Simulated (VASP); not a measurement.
# Rh (I4/mmm) in VASP: further runs

Runs on Rh. Level: PBE. Tasks: single point.

All numbers are computed with VASP 6.6.1; they aren't measurements. Logs are shortened: lines on timing, memory, paths and dates and some standing lists are left out, and cuts for length are marked.

**1. The cell of the first run**

The structure is tetragonal, space group I4/mmm (No. 139). The conventional cell has a = 2.689 Å, b = 2.689 Å, c = 3.841 Å, α = 90.00°, β = 90.00°, γ = 90.00°. Within 3.5 Å of Rh (site symmetry 4/mmm) lie 12 Rh at 2.69 to 2.70 Å.

**2. Single point, PBE (strain +0.0100 x Voigt [1, 0, 0, 0, 0, 0])**

INCAR reads:

```
SYSTEM = Rh
PREC = Accurate
ENCUT = 520
EDIFF = 1E-7
ISMEAR = 0
SIGMA = 0.15
LREAL = .False.
LASPH = .True.
NELM = 100
ALGO = Fast
ISIF = 2
LWAVE = .False.
LCHARG = .False.
GGA = PE
NBANDS = 14
```

KPOINTS reads:

```
regular mesh
0
Gamma
  22 22 22
  0 0 0
```

POSCAR reads:

```
Rh
1.0
    0.0000000000      1.9015500000      1.9015500000
    1.9205655000      0.0000000000      1.9015500000
    1.9205655000      1.9015500000      0.0000000000
Rh
1
Direct
    0.0000000000      0.0000000000      0.0000000000
```

Potentials or basis: VASP PAW PBE potentials, release 64 (Rh_pv).

On the command line:

```bash
$ cat potpaw_PBE.64/Rh_pv/POTCAR > POTCAR
$ mpirun -np 1 vasp_std > vasp.out
```

OUTCAR:

```text
SYSTEM = Rh
   PREC = Accurate
   ENCUT = 520
   EDIFF = 1E-7
   ISMEAR = 0
   LREAL = .False.
   LASPH = .True.
   NELM = 100
   ISIF = 2
   GGA = PE

 ion  position               nearest neighbor table
   1  0.000  0.000  0.000-

  LATTYP: Found a body centered tetragonal cell.
 ALAT       =     2.6891977995
 C/A-ratio  =     1.4283556980

  Lattice vectors:

 A1 = (   1.9205655000,   0.0000000000,   1.9015500000)
 A2 = (   1.9205655000,   0.0000000000,  -1.9015500000)
 A3 = (  -1.9205655000,   1.9015500000,   0.0000000000)

Analysis of symmetry for initial positions (statically):
=====================================================================
 Subroutine PRICEL returns:
 Original cell was already a primitive cell.

 Routine SETGRP: Setting up the symmetry group for a
 body centered tetragonal supercell.

 Subroutine GETGRP returns: Found 16 space group operations
 (whereof 16 operations were pure point group operations)
 out of a pool of 16 trial point group operations.

The static configuration has the point symmetry D_4h.

Analysis of symmetry for dynamics (positions and initial velocities):
=====================================================================
 Subroutine PRICEL returns:
 Original cell was already a primitive cell.

 Routine SETGRP: Setting up the symmetry group for a
 body centered tetragonal supercell.

 Subroutine GETGRP returns: Found 16 space group operations
 (whereof 16 operations were pure point group operations)
 out of a pool of 16 trial point group operations.

The dynamic configuration has the point symmetry D_4h.

 Subroutine INISYM returns: Found 16 space group operations
 (whereof 16 operations are pure point group operations),
 and found     1 'primitive' translations

----------------------------------------------------------------------------------------

                                     Primitive cell

  volume of cell :      13.8891

  direct lattice vectors                    reciprocal lattice vectors
     0.000000000  1.901550000  1.901550000    -0.260339988  0.262943388  0.262943388
     1.920565500  0.000000000  1.901550000     0.260339988 -0.262943388  0.262943388
     1.920565500  1.901550000  0.000000000     0.260339988  0.262943388 -0.262943388

  length of vectors
     2.689197800  2.702677236  2.702677236     0.453933211  0.453933211  0.453933211

  position of ions in fractional coordinates (direct lattice)
     0.000000000  0.000000000  0.000000000

  ion indices of the primitive-cell ions
   primitive index   ion index
                 1           1

----------------------------------------------------------------------------------------

 KPOINTS: regular mesh

Automatic generation of k-mesh.
 Grid dimensions read from file:
 generate k-points for:   22   22   22

 Generating k-lattice:

  Cartesian coordinates                     Fractional coordinates (reciprocal lattice)
    -0.011833636  0.011951972  0.011951972     0.045454545  0.000000000  0.000000000
     0.011833636 -0.011951972  0.011951972     0.000000000  0.045454545 -0.000000000
     0.011833636  0.011951972 -0.011951972     0.000000000 -0.000000000  0.045454545

  Length of vectors
     0.020633328  0.020633328  0.020633328

  Shift w.r.t. Gamma in fractional coordinates (k-lattice)
     0.000000000  0.000000000  0.000000000

 Subroutine IBZKPT returns following result:
 ===========================================

 Found    834 irreducible k-points:

 Following reciprocal coordinates:
            Coordinates               Weight
  0.000000  0.000000  0.000000      1.000000
  0.045455  0.000000  0.000000      8.000000
  0.090909  0.000000  0.000000      8.000000
  0.136364 -0.000000 -0.000000      8.000000
  0.181818 -0.000000 -0.000000      8.000000
  0.227273 -0.000000 -0.000000      8.000000
[... 16 lines left out ...]
  0.500000  0.045455  0.000000     16.000000
 -0.454545  0.045455  0.000000     16.000000
 [... further k-points ...]
   k-points           NKPTS =    834   k-points in BZ     NKDIM =    834   number of bands    NBANDS=     14
   number of dos      NEDOS =    301   number of ions     NIONS =      1
   total plane-waves  NPLWV =   8000
   dimension x,y,z NGX =    20 NGY =   20 NGZ =   20
   dimension x,y,z NGXF=    40 NGYF=   40 NGZF=   40
   ions per type =               1
   NGX,Y,Z   is equivalent  to a cutoff of  12.36, 12.30, 12.30 a.u.
   NGXF,Y,Z  is equivalent  to a cutoff of  24.73, 24.60, 24.60 a.u.
 SYSTEM =  Rh
   PREC   = accura    normal or accurate (medium, high low for compatibility)
   ISTART =      0    job   : 0-new  1-cont  2-samecut
   ICHARG =      2    charge: 1-file 2-atom 10-const
   ISPIN  =      1    spin polarized calculation?
   LNONCOLLINEAR =      F non collinear calculations
   LSORBIT =      F    spin-orbit coupling
   LASPH  =      T    aspherical Exc in radial PAW
   ENCUT  =  520.0 eV  38.22 Ry    6.18 a.u.   5.00  5.03  5.03*2*pi/ulx,y,z
   NELM   =    100;   NELMIN=  2; NELMDL= -5     # of ELM steps
   EDIFF  = 0.1E-06   stopping-criterion for ELM
   LREAL  =      F    real-space projection
   EDIFFG = 0.1E-05   stopping-criterion for IOM
   NSW    =      0    number of steps for IOM
   IBRION =     -1    ionic relax: 0-MD 1-quasi-New 2-CG
   NFREE  =      0    steps in history (QN), initial steepest desc. (CG)
   ISIF   =      2    stress and relaxation
   ISYM   =      2    0-nonsym 1-usesym 2-fastsym
   POTIM  = 0.5000    time-step for ionic-motion
   TEBEG  =    0.0;   TEEND  =   0.0 temperature during run
   PSTRESS=    0.0 pullay stress
   NELECT =      15.0000    total number of electrons
   NUPDOWN=      -1.0000    fix difference up-down
   EMIN   =  10.00;   EMAX   =-10.00  energy-range for DOS
   EFERMI =   0.00;   METHOD = LEGACY
   ISMEAR =     0;   SIGMA  =   0.15  broadening in eV -4-tet -1-fermi 0-gaus
   EFERMI_NEDOS =   21; number of points for ismear=-14 and -15
   IALGO  =     68    algorithm
   IMIX   =      4    mixing-type and parameters
     AMIX     =   0.40;   BMIX     =  1.00
     AMIX_MAG =   1.60;   BMIX_MAG =  1.00
  volume/ion in A,a.u.               =      13.89        93.73
  Fermi-wavevector in a.u.,A,eV,Ry     =   1.679630  3.174041 38.384186  2.821158
  Thomas-Fermi vector in A             =   2.763508
   LORBIT       =      0    0 simple, 1 ext, 2 COOP (PROOUT), +10 PAW based schemes
   GGA     = PE    functional components
   LHFCALC =     F    Hartree Fock is set to
   AEXX    =    0.0000 exact exchange contribution
   IVDW    =     0    specifies the selected vdW correction
   LEPSILON=     F    determine dielectric tensor
   LRPA    =     F    only Hartree local field effects (RPA)
 non-spin polarized calculation
 RMM-DIIS sequential band-by-band and
 Gauss-broadening in eV      SIGMA  =   0.15
  energy-cutoff  :      520.00
  volume of cell :       13.89
 maximum number of plane-waves:       388
   NGX =  9   NGY =  9   NGZ =  9

 number of electron      15.0000005 magnetization

 Free energy of the ion-electron system (eV)
  ---------------------------------------------------
  ext. energy  EPLUGINS =         0.00000000
  ---------------------------------------------------
  free energy    TOTEN  =        -7.26397798 eV

  energy without entropy =       -7.24863545  energy(sigma->0) =       -7.25630672

 E-fermi :  11.7119     XC(G=0): -13.9663

 val. band max:       11.7118775992   @ k =   0.3182   0.2727   0.0000
 cond. band min:      11.7134469091   @ k =   0.3636   0.3636   0.0000
 fundamental gap:      0.0015693099
 Fermi energy:        11.7118816967

 k-point     1 :       0.0000    0.0000    0.0000
  band No.  band energies     occupation
      1     -34.6485      2.00000
      2     -34.6430      2.00000
      3     -34.6430      2.00000
      4       3.8342      2.00000
      5       8.6180      2.00000
      6       8.7243      2.00000
      7       8.7243      2.00000
      8      10.6755      2.00000
      9      10.8040      2.00000
     10      27.7230      0.00000
     11      32.2780      0.00000
     12      32.9234      0.00000
     13      33.2259      0.00000
     14      33.2259      0.00000

 k-point     2 :       0.0455    0.0000    0.0000
  band No.  band energies     occupation
      1     -34.6601      2.00000
      2     -34.6482      2.00000
      3     -34.6448      2.00000
      4       3.9171      2.00000
      5       8.6173      2.00000
      6       8.7205      2.00000
      7       8.7568      2.00000
      8      10.6581      2.00000
      9      10.7844      2.00000
     10      27.8429      0.00000
     11      32.2763      0.00000
     12      32.6061      0.00000
     13      33.1738      0.00000
     14      33.3461      0.00000

 k-point     3 :       0.0909    0.0000    0.0000
  band No.  band energies     occupation
      1     -34.7028      2.00000
      2     -34.6548      2.00000
      3     -34.6504      2.00000
      4       4.1591      2.00000
      5       8.5443      2.00000
      6       8.7838      2.00000
      7       8.8467      2.00000
      8      10.6166      2.00000
      9      10.7354      2.00000
     10      28.1764      0.00000
     11      31.5265      0.00000
     12      32.2791      0.00000
     13      33.4989      0.00000
     14      33.6986      0.00000
[... 324 lines left out ...]
 k-point    23 :       0.5000    0.0455    0.0000
  band No.  band energies     occupation
      1     -35.3452      2.00000
      2     -34.7548      2.00000
      3     -34.7432      2.00000
      4       5.7472      2.00000
      5       8.5597      2.00000
      6       8.6680      2.00000
      7      11.4829      1.96916
      8      12.2934      0.00000
      9      13.2394      0.00000
     10      20.2865      0.00000
     11      27.3357      0.00000
     12      32.2772      0.00000
     13      32.6838      0.00000
     14      32.8351      0.00000

 k-point    24 :      -0.4545    0.0455    0.0000
  band No.  band energies     occupation
      1     -35.3404      2.00000
      2     -34.7545      2.00000
      3     -34.7422      2.00000
      4       5.7546      2.00000
      5       8.5697      2.00000
      6       8.6724      2.00000
      7      11.4677      1.97869
      8      12.1982      0.00000
      9      13.1844      0.00000
     10      20.4328      0.00000
     11      27.3664      0.00000
     12      32.2769      0.00000
     13      32.6220      0.00000
     14      33.0255      0.00000

 [... further k-points ...]
[... 5 lines left out ...]
  --------------------------------------------------------------------------------------
  -------------------------------------------------------------------------------------
  Total        0.1278988      0.3347468      0.3347468      0.0000000      0.0000000      0.0000000
  in kB       14.7537557     38.6146751     38.6146751      0.0000000      0.0000000      0.0000000
  external PRESSURE =      30.6610353 kB  Pullay stress =       0.0000000 kB

 VOLUME and BASIS-vectors are now :
 -----------------------------------------------------------------------------
  energy-cutoff  :      520.00
  volume of cell :       13.89
      direct lattice vectors                 reciprocal lattice vectors
     0.000000000  1.901550000  1.901550000    -0.260339988  0.262943388  0.262943388
     1.920565500  0.000000000  1.901550000     0.260339988 -0.262943388  0.262943388
     1.920565500  1.901550000  0.000000000     0.260339988  0.262943388 -0.262943388

 POSITION                                       TOTAL-FORCE (eV/Angst)
 -----------------------------------------------------------------------------------
      0.00000      0.00000      0.00000         0.000000      0.000000     -0.000000
 -----------------------------------------------------------------------------------
    total drift:                                0.000000      0.000000      0.000000

  FREE ENERGIE OF THE ION-ELECTRON SYSTEM (eV)
  ---------------------------------------------------
  free  energy   TOTEN  =        -7.2639779848 eV

  energy  without entropy=       -7.2486354482  energy(sigma->0) =       -7.25630672
```

Wall time 80 s (1 thread of Intel Xeon 6975P-C (Granite Rapids), shared host); peak memory 0.25 GiB.

Results:

* Free energy: -7.2640 eV
* Pressure: 3.1 GPa

Stress tensor (GPa, compression positive):
```
1.48 0.00 0.00
0.00 3.86 0.00
0.00 0.00 3.86
```

Levels at points of the mesh, in eV from the Fermi level:
```
           k point  band 3  band 4  band 5  band 6  band 7  band 8  band 9  band 10  band 11  band 12
(0.00, 0.00, 0.00)  -46.35   -7.88   -3.09   -2.99   -2.99   -1.04   -0.91    16.01    20.57    21.21
(0.50, 0.00, 0.00)  -46.45   -6.03   -3.15   -3.04    0.54    0.59    0.75     8.54    15.51    20.57
(0.50, 0.50, 0.00)  -46.62   -6.21   -5.85    0.53    0.93    1.02    3.33    12.24    13.16    13.26
(0.00, 0.50, 0.50)  -46.61   -6.21   -5.84    0.54    0.97    0.97    3.12    11.97    13.39    13.39
```

Caveat: the cell differs from its parent crystal (strain +0.0100 x Voigt [1, 0, 0, 0, 0, 0]).

**3. Single point, PBE (strain +0.0200 x Voigt [1, 0, 0, 0, 0, 0])**

INCAR reads:

```
ALGO = Fast ; EDIFF = 1E-6
ENCUT = 520 ; GGA = PE
ISIF = 2 ; ISMEAR = 0
LASPH = True ; LCHARG = True
LELF = True ; LREAL = False
LVHAR = True ; LWAVE = False
NBANDS = 14 ; NELM = 60
PREC = Accurate ; SIGMA = 0.15
```

KPOINTS reads:

```
k-points
0
Gamma
  22 22 22
```

POSCAR reads:

```
Rh
1.0
    0.0000000000      1.9015500000      1.9015500000
    1.9395810000      0.0000000000      1.9015500000
    1.9395810000      1.9015500000      0.0000000000
Rh
1
Direct
    0.0000000000      0.0000000000      0.0000000000
```

Potentials or basis: VASP PAW PBE potentials, release 64 (Rh_pv).

On the command line:

```bash
$ cat potpaw_PBE.64/Rh_pv/POTCAR > POTCAR
$ mpirun -np 1 vasp_std > vasp.out
```

Run time: 63 s. Hardware: 1 thread of Intel Xeon 6975P-C (Granite Rapids), shared host; peak memory 0.25 GiB.

The run converged. Its results:

- Free energy: -7.2636 eV
- Pressure: 0.5 GPa

Stress tensor (GPa, compression positive):
```
-2.61  0.00  0.00
 0.00  2.03  0.00
 0.00  0.00  2.03
```

Levels at points of the mesh, in eV from the Fermi level:
```
           k point  band 4  band 5  band 6  band 7  band 8  band 9  band 10  band 11
(0.00, 0.00, 0.00)   -7.80   -3.12   -2.90   -2.90   -1.09   -0.83    16.02    20.60
(0.50, 0.00, 0.00)   -5.95   -3.16   -2.94    0.50    0.61    0.76     8.45    15.50
(0.50, 0.50, 0.00)   -6.12   -5.76    0.52    0.87    1.05    3.39    12.21    12.99
(0.00, 0.50, 0.50)   -6.12   -5.75    0.54    0.94    0.94    2.97    11.67    13.46
```

Caveat: the cell differs from its parent crystal (strain +0.0200 x Voigt [1, 0, 0, 0, 0, 0]).

**4. Single point, PBE (strain +0.0300 x Voigt [1, 0, 0, 0, 0, 0])**

INCAR reads:

```
PREC = Accurate
ENCUT = 520
EDIFF = 1E-7
ISMEAR = 0
SIGMA = 0.15
LREAL = F
LASPH = T
NELM = 60
ALGO = Fast
ISIF = 2
LWAVE = F
LCHARG = F
GGA = PE
NBANDS = 14
```

KPOINTS reads:

```
Automatic mesh
0
Gamma
  22 22 22
```

POSCAR reads:

```
Rh
1.0
    0.0000000000      1.9015500000      1.9015500000
    1.9585965000      0.0000000000      1.9015500000
    1.9585965000      1.9015500000      0.0000000000
Rh
1
Direct
    0.0000000000      0.0000000000      0.0000000000
```

On the command line:

```bash
$ cat potpaw_PBE.64/Rh_pv/POTCAR > POTCAR
$ mpirun -np 1 vasp_std > vasp.out
```

It took 56 s on 1 thread of Intel Xeon 6975P-C (Granite Rapids), shared host; peak memory 0.25 GiB.

It converged, with:

```yaml
Free_energy: -7.2598 eV
Pressure: -1.9 GPa
```

Stress tensor (GPa, compression positive):
```
-6.42  0.00  0.00
 0.00  0.35  0.00
 0.00  0.00  0.35
```

Levels at points of the mesh, in eV from the Fermi level:
| k point | band 5 | band 6 | band 7 | band 8 | band 9 | band 10 |
| --- | --- | --- | --- | --- | --- | --- |
| (0.00, 0.00, 0.00) | -3.13 | -2.82 | -2.82 | -1.13 | -0.76 | 16.04 |
| (0.50, 0.00, 0.00) | -3.16 | -2.84 | 0.47 | 0.62 | 0.78 | 8.35 |
| (0.50, 0.50, 0.00) | -5.68 | 0.50 | 0.81 | 1.08 | 3.44 | 12.18 |
| (0.00, 0.50, 0.50) | -5.66 | 0.54 | 0.92 | 0.92 | 2.83 | 11.37 |

Caveat: the cell differs from its parent crystal (strain +0.0300 x Voigt [1, 0, 0, 0, 0, 0]).

(Part 1 of 2 ends here.)
